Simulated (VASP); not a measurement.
TiSi16 (a cell with a defect): single point with PBE

System: TiSi16 (a cell with a defect).

```
Si Ti
1.0
     0.00000    5.43000    5.43000
     5.43000    0.00000    5.43000
     5.43000    5.43000    0.00000
Si Ti
16 1
Cartesian
  -0.0382 -0.0178 -0.0391
  1.3601 1.3600 1.3587
  2.7112 2.7168 0.0074
  4.0170 4.0724 1.4052
  2.7583 -0.0165 2.7574
  4.0746 1.2771 4.0755
  5.3382 2.6974 2.8090
  6.7449 4.0717 4.1299
  0.0090 2.7173 2.7097
  1.4061 4.0734 4.0157
  2.7380 5.4930 2.7365
  4.0766 6.8436 4.0748
  2.8093 2.6990 5.3378
  4.1310 4.0725 6.7442
  5.4131 5.4899 5.4118
  6.7896 6.8021 6.7890
  6.7895 9.4622 6.7892
```

```
Program             : VASP 6.6.1
Task                : single point
Functional          : PBE
Potentials or basis : VASP PAW PBE potentials, release 64 (Si, Ti_sv)
Cutoff              : 520 eV
k mesh              : 2 × 2 × 2
Occupations         : gaussian, width 0.02 eV
Spin                : no spin polarisation
```

```json
{"Pressure": "4.1 GPa", "Largest force": "0.022 eV/Å", "Band gap on the k mesh": "zero (bands 38 and 39 overlap by 0.37 eV)"}
```

Forces on the atoms (eV/Å):
```
Si  -0.014 -0.009 -0.014
Si  -0.003 -0.004  0.000
Si   0.007 -0.004 -0.001
Si   0.017  0.004 -0.013
Si   0.011 -0.011  0.011
Si  -0.001  0.018 -0.004
Si   0.006  0.007  0.003
Si   0.002  0.003 -0.010
Si  -0.001 -0.005  0.006
Si  -0.013  0.004  0.017
Si  -0.002  0.001 -0.001
Si  -0.001 -0.007 -0.001
Si   0.003  0.005  0.006
Si  -0.009  0.003  0.002
Si   0.003  0.004  0.004
Si  -0.002 -0.006 -0.002
Ti  -0.001 -0.003 -0.002
```

Stress tensor (GPa, compression positive):
```
 3.96 -0.01 -0.03
-0.01  4.33 -0.01
-0.03 -0.01  3.96
```

Levels at points of the mesh, in eV from the Fermi level:
```tsv
k point	band 35	band 36	band 37	band 38	band 39	band 40	band 41	band 42
(0.00, 0.00, 0.00)	-0.99	-0.97	-0.47	-0.41	-0.32	-0.19	0.01	0.26
(0.50, 0.00, 0.00)	-1.37	-1.35	-0.22	0.05	0.09	0.44	0.46	0.76
(0.00, 0.50, 0.00)	-1.37	-1.36	-0.29	-0.09	0.13	0.44	0.50	0.88
(0.00, 0.00, 0.50)	-1.37	-1.35	-0.22	0.05	0.09	0.44	0.46	0.76
(0.50, 0.50, 0.50)	-1.37	-1.36	-0.29	-0.09	0.13	0.44	0.50	0.88
(0.50, 0.50, 0.00)	-2.01	-1.85	-0.66	-0.03	0.56	0.61	1.11	1.35
(0.00, 0.50, 0.50)	-2.01	-1.85	-0.66	-0.03	0.56	0.61	1.11	1.35
(0.50, 0.00, 0.50)	-1.96	-1.92	-0.71	-0.01	0.57	0.71	1.09	1.31
```

Wall time 2.4 min on 1 thread of AMD EPYC 9R45 96-Core Processor (Zen 5), on a shared host, peak memory 0.47 GiB.

Caveat: the k points lie up to 0.50 Å⁻¹ apart.
